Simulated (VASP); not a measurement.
# RuS2 (fluorite type) (Fm-3m) in VASP: single point with PBE

Aim: the single point of RuS2 (fluorite type) with PBE.

Program: VASP 6.6.1. These are calculated values, not measurements. Logs are shortened: lines on timing, memory, paths and dates and some standing lists are left out, and cuts for length are marked.

## Step 1: The cell of the first run

Symmetry: Fm-3m, No. 225, cubic system. The conventional cell has a = 5.733 Å, b = 5.733 Å, c = 5.733 Å, α = 90.00°, β = 90.00°, γ = 90.00°. Ru (site symmetry m-3m) has 8 S at 2.48 Å within 3.3 Å. S (site symmetry -43m) has 4 Ru at 2.48 Å and 6 S at 2.87 Å within 3.3 Å.

## Step 2: Single point, PBE

File POSCAR:

```
RuS2
1.0
    0.0000000000      2.8666412919      2.8666412919
    2.8666412919      0.0000000000      2.8666412919
    2.8666412919      2.8666412919      0.0000000000
Ru S
1 2
Direct
    0.0000000000      0.0000000000      0.0000000000
    0.2500000000      0.2500000000      0.2500000000
    0.7500000000      0.7500000000      0.7500000000
```

File INCAR.step1:

```
PREC = Accurate ; ENCUT = 520
EDIFF = 1E-6 ; ISMEAR = -1
SIGMA = 0.03 ; LREAL = False
LASPH = True ; NELM = 80
ALGO = Normal ; ISIF = 2
LWAVE = False ; LCHARG = True
LMAXMIX = 4 ; GGA = PE
NBANDS = 20
```

File KPOINTS.step1:

```
Automatic mesh
0
Gamma
  11 11 11
```

File INCAR.step2:

```
PREC = Accurate ; ENCUT = 520
EDIFF = 1E-6 ; ISMEAR = -5
SIGMA = 0.03 ; LREAL = False
LASPH = True ; NELM = 80
ALGO = Normal ; ISIF = 2
LWAVE = False ; LCHARG = False
LMAXMIX = 4 ; GGA = PE
LORBIT = 11 ; NBANDS = 20
NEDOS = 2001 ; ICHARG = 11
```

File KPOINTS.step2:

```
Automatic mesh
0
Gamma
  17 17 17
```

Potentials or basis: VASP PAW PBE potentials, release 64 (Ru_pv, S).

Run with:

```console
> cat potpaw_PBE.64/Ru_pv/POTCAR potpaw_PBE.64/S/POTCAR > POTCAR
> cp INCAR.step1 INCAR
> cp KPOINTS.step1 KPOINTS
> mpirun -np 1 vasp_std > vasp.out
> cp INCAR.step2 INCAR
> cp KPOINTS.step2 KPOINTS
> mpirun -np 1 vasp_std > vasp.out
```

OUTCAR:

```text
PREC = Accurate
   ENCUT = 520
   EDIFF = 1E-6
   ISMEAR = -5
   LREAL = False
   LASPH = True
   NELM = 80
   ISIF = 2
   GGA = PE
   LORBIT = 11
   ICHARG = 11

 ion  position               nearest neighbor table
   1  0.000  0.000  0.000-   3 2.48   3 2.48   3 2.48   2 2.48   3 2.48   2 2.48   2 2.48   2 2.48

   2  0.250  0.250  0.250-   1 2.48   1 2.48   1 2.48   1 2.48
   3  0.750  0.750  0.750-   1 2.48   1 2.48   1 2.48   1 2.48

  LATTYP: Found a face centered cubic cell.
 ALAT       =     5.7332825838

  Lattice vectors:

 A1 = (   0.0000000000,   2.8666412919,   2.8666412919)
 A2 = (   2.8666412919,   0.0000000000,   2.8666412919)
 A3 = (   2.8666412919,   2.8666412919,   0.0000000000)

Analysis of symmetry for initial positions (statically):
=====================================================================
 Subroutine PRICEL returns:
 Original cell was already a primitive cell.

 Routine SETGRP: Setting up the symmetry group for a
 face centered cubic supercell.

 Subroutine GETGRP returns: Found 48 space group operations
 (whereof 48 operations were pure point group operations)
 out of a pool of 48 trial point group operations.

The static configuration has the point symmetry O_h .

Analysis of symmetry for dynamics (positions and initial velocities):
=====================================================================
 Subroutine PRICEL returns:
 Original cell was already a primitive cell.

 Routine SETGRP: Setting up the symmetry group for a
 face centered cubic supercell.

 Subroutine GETGRP returns: Found 48 space group operations
 (whereof 48 operations were pure point group operations)
 out of a pool of 48 trial point group operations.

The dynamic configuration has the point symmetry O_h .

 Subroutine INISYM returns: Found 48 space group operations
 (whereof 48 operations are pure point group operations),
 and found     1 'primitive' translations

----------------------------------------------------------------------------------------

                                     Primitive cell

  volume of cell :      47.1140

  direct lattice vectors                    reciprocal lattice vectors
     0.000000000  2.866641292  2.866641292    -0.174420149  0.174420149  0.174420149
     2.866641292  0.000000000  2.866641292     0.174420149 -0.174420149  0.174420149
     2.866641292  2.866641292  0.000000000     0.174420149  0.174420149 -0.174420149

  length of vectors
     4.054042993  4.054042993  4.054042993     0.302104559  0.302104559  0.302104559

  position of ions in fractional coordinates (direct lattice)
     0.000000000  0.000000000  0.000000000
     0.250000000  0.250000000  0.250000000
     0.750000000  0.750000000  0.750000000

  ion indices of the primitive-cell ions
   primitive index   ion index
                 1           1
                 2           2
                 3           3

----------------------------------------------------------------------------------------

 KPOINTS: Automatic mesh

Automatic generation of k-mesh.
 Grid dimensions read from file:
 generate k-points for:   17   17   17

 Generating k-lattice:

  Cartesian coordinates                     Fractional coordinates (reciprocal lattice)
    -0.010260009  0.010260009  0.010260009     0.058823529  0.000000000  0.000000000
     0.010260009 -0.010260009  0.010260009     0.000000000  0.058823529  0.000000000
     0.010260009  0.010260009 -0.010260009     0.000000000  0.000000000  0.058823529

  Length of vectors
     0.017770856  0.017770856  0.017770856

  Shift w.r.t. Gamma in fractional coordinates (k-lattice)
     0.000000000  0.000000000  0.000000000

 TETIRR: Found    693 inequivalent tetrahedra from    29478

 Subroutine IBZKPT returns following result:
 ===========================================

 Found    165 irreducible k-points:

 Following reciprocal coordinates:
            Coordinates               Weight
  0.000000  0.000000  0.000000      1.000000
  0.058824  0.000000  0.000000      8.000000
  0.117647  0.000000  0.000000      8.000000
  0.176471  0.000000  0.000000      8.000000
  0.235294  0.000000  0.000000      8.000000
  0.294118  0.000000  0.000000      8.000000
[... 16 lines left out ...]
 -0.176471  0.058824  0.000000     24.000000
 -0.117647  0.058824  0.000000     24.000000
 [... further k-points ...]
   k-points           NKPTS =    165   k-points in BZ     NKDIM =    165   number of bands    NBANDS=     20
   number of dos      NEDOS =   2001   number of ions     NIONS =      3
   total plane-waves  NPLWV =  27000
   dimension x,y,z NGX =    30 NGY =   30 NGZ =   30
   dimension x,y,z NGXF=    60 NGYF=   60 NGZF=   60
   ions per type =               1   2
   NGX,Y,Z   is equivalent  to a cutoff of  12.30, 12.30, 12.30 a.u.
   NGXF,Y,Z  is equivalent  to a cutoff of  24.60, 24.60, 24.60 a.u.
 SYSTEM =  unknown system
   PREC   = accura    normal or accurate (medium, high low for compatibility)
   ISTART =      0    job   : 0-new  1-cont  2-samecut
   ICHARG =     11    charge: 1-file 2-atom 10-const
   ISPIN  =      1    spin polarized calculation?
   LNONCOLLINEAR =      F non collinear calculations
   LSORBIT =      F    spin-orbit coupling
   LASPH  =      T    aspherical Exc in radial PAW
   ENCUT  =  520.0 eV  38.22 Ry    6.18 a.u.   7.54  7.54  7.54*2*pi/ulx,y,z
   NELM   =     80;   NELMIN=  2; NELMDL=  0     # of ELM steps
   EDIFF  = 0.1E-05   stopping-criterion for ELM
   LREAL  =      F    real-space projection
   EDIFFG = 0.1E-04   stopping-criterion for IOM
   NSW    =      0    number of steps for IOM
   IBRION =     -1    ionic relax: 0-MD 1-quasi-New 2-CG
   NFREE  =      0    steps in history (QN), initial steepest desc. (CG)
   ISIF   =      2    stress and relaxation
   ISYM   =      2    0-nonsym 1-usesym 2-fastsym
   POTIM  = 0.5000    time-step for ionic-motion
   TEBEG  =    0.0;   TEEND  =   0.0 temperature during run
   PSTRESS=    0.0 pullay stress
   NELECT =      26.0000    total number of electrons
   NUPDOWN=      -1.0000    fix difference up-down
   EMIN   =  10.00;   EMAX   =-10.00  energy-range for DOS
   EFERMI =   0.00;   METHOD = LEGACY
   ISMEAR =    -5;   SIGMA  =   0.03  broadening in eV -4-tet -1-fermi 0-gaus
   EFERMI_NEDOS =   21; number of points for ismear=-14 and -15
   IALGO  =     38    algorithm
   IMIX   =      4    mixing-type and parameters
     AMIX     =   0.40;   BMIX     =  1.00
     AMIX_MAG =   1.60;   BMIX_MAG =  1.00
  volume/ion in A,a.u.               =      15.70       105.98
  Fermi-wavevector in a.u.,A,eV,Ry     =   1.342814  2.537551 24.533345  1.803150
  Thomas-Fermi vector in A             =   2.470938
   LORBIT       =     11    0 simple, 1 ext, 2 COOP (PROOUT), +10 PAW based schemes
   GGA     = PE    functional components
   LHFCALC =     F    Hartree Fock is set to
   AEXX    =    0.0000 exact exchange contribution
   IVDW    =     0    specifies the selected vdW correction
   LEPSILON=     F    determine dielectric tensor
   LRPA    =     F    only Hartree local field effects (RPA)
 non-spin polarized calculation
 Fermi weights with tetrahedron method with Bloechl corrections
  energy-cutoff  :      520.00
  volume of cell :       47.11
 maximum number of plane-waves:      1303

 number of electron      26.0000001 magnetization

 Free energy of the ion-electron system (eV)
  ---------------------------------------------------
  ext. energy  EPLUGINS =         0.00000000
  ---------------------------------------------------
  free energy    TOTEN  =       -17.97257832 eV

  energy without entropy =      -17.97257832  energy(sigma->0) =      -17.97257832

 E-fermi :   9.0481     XC(G=0): -11.5382

 val. band max:        9.1163397039   @ k =  -0.3529   0.4118   0.0588
 cond. band min:       9.0409265814   @ k =   0.4706   0.0588   0.0000
 fundamental gap:     -0.0754131225
 Fermi energy:         9.0481151114

 k-point     1 :       0.0000    0.0000    0.0000
  band No.  band energies     occupation
      1     -34.0681      2.00000
      2     -34.0681      2.00000
      3     -34.0681      2.00000
      4      -7.1952      2.00000
      5      -2.0143      2.00000
      6       2.2091      2.00000
[... 12 lines left out ...]
     19      13.5102      0.00000
     20      15.5260      0.00000

 k-point     2 :       0.0588    0.0000    0.0000
  band No.  band energies     occupation
      1     -34.0686      2.00000
      2     -34.0681      2.00000
      3     -34.0681      2.00000
      4      -7.1582      2.00000
      5      -2.1163      2.00000
      6       2.2346      2.00000
[... 12 lines left out ...]
     19      13.7784      0.00000
     20      15.6793      0.00000

 k-point     3 :       0.1176    0.0000    0.0000
  band No.  band energies     occupation
      1     -34.0701      2.00000
      2     -34.0684      2.00000
      3     -34.0684      2.00000
      4      -7.0486      2.00000
      5      -2.3849      2.00000
      6       2.3094      2.00000
[... 12 lines left out ...]
     19      14.2946      0.00000
     20      16.1121      0.00000

 k-point     4 :       0.1765    0.0000    0.0000
  band No.  band energies     occupation
      1     -34.0724      2.00000
      2     -34.0687      2.00000
      3     -34.0687      2.00000
      4      -6.8705      2.00000
      5      -2.7487      2.00000
      6       2.4274      2.00000
[... 429 lines left out ...]
 k-point    23 :      -0.1765    0.0588    0.0000
  band No.  band energies     occupation
      1     -34.0735      2.00000
      2     -34.0694      2.00000
      3     -34.0688      2.00000
      4      -6.7662      2.00000
      5      -2.9259      2.00000
      6       2.3953      2.00000
[... 12 lines left out ...]
     19      15.5722      0.00000
     20      16.9566      0.00000

 k-point    24 :      -0.1176    0.0588    0.0000
  band No.  band energies     occupation
      1     -34.0711      2.00000
      2     -34.0689      2.00000
      3     -34.0684      2.00000
      4      -6.9647      2.00000
      5      -2.5613      2.00000
      6       2.2973      2.00000
[... 12 lines left out ...]
     19      14.9230      0.00000
     20      16.3689      0.00000

 [... further k-points ...]

------------------------ aborting loop because EDIFF is reached ----------------------------------------

  FORCE on cell =-STRESS in cart. coord.  units (eV):
  Direction    XX          YY          ZZ          XY          YZ          ZX
  --------------------------------------------------------------------------------------
  -------------------------------------------------------------------------------------
  Total       -0.1665612     -0.1665612     -0.1665612      0.0000000     -0.0000000      0.0000000
  in kB       -5.6641458     -5.6641458     -5.6641458      0.0000000     -0.0000000      0.0000000
  external PRESSURE =      -5.6641458 kB  Pullay stress =       0.0000000 kB

 VOLUME and BASIS-vectors are now :
 -----------------------------------------------------------------------------
  energy-cutoff  :      520.00
  volume of cell :       47.11
      direct lattice vectors                 reciprocal lattice vectors
     0.000000000  2.866641292  2.866641292    -0.174420149  0.174420149  0.174420149
     2.866641292  0.000000000  2.866641292     0.174420149 -0.174420149  0.174420149
     2.866641292  2.866641292  0.000000000     0.174420149  0.174420149 -0.174420149

 POSITION                                       TOTAL-FORCE (eV/Angst)
 -----------------------------------------------------------------------------------
      0.00000      0.00000      0.00000         0.000000      0.000000      0.000000
      1.43332      1.43332      1.43332        -0.000000     -0.000000      0.000000
      4.29996      4.29996      4.29996         0.000000      0.000000     -0.000000
 -----------------------------------------------------------------------------------
    total drift:                                0.000000     -0.000000     -0.000000

  FREE ENERGIE OF THE ION-ELECTRON SYSTEM (eV)
  ---------------------------------------------------
  free  energy   TOTEN  =       -17.9725783209 eV

  energy  without entropy=      -17.9725783209  energy(sigma->0) =      -17.97257832

 total charge

# of ion       s       p       d       tot
------------------------------------------
    1        0.301   6.264   5.993  12.559
    2        1.379   2.234   0.000   3.614
    3        1.379   2.234   0.000   3.614
--------------------------------------------------
tot          3.060  10.733   5.993  19.786
```

Run time: 98 s. Hardware: 1 thread of Intel Xeon Platinum 8488C (Sapphire Rapids), shared host; peak memory 0.26 GiB.

What came out:

```
Valence electrons inside the program's atomic spheres : Ru 12.56; S 3.61
```

Levels at points of the mesh, in eV from the Fermi level:
| k point | band 10 | band 11 | band 12 | band 13 | band 14 | band 15 | band 16 | band 17 |
| --- | --- | --- | --- | --- | --- | --- | --- | --- |
| (0.00, 0.00, 0.00) | -2.43 | -0.83 | -0.83 | -0.83 | 2.34 | 2.34 | 2.34 | 4.46 |

Caveat: tetrahedron occupations give inexact forces and stress in metals.
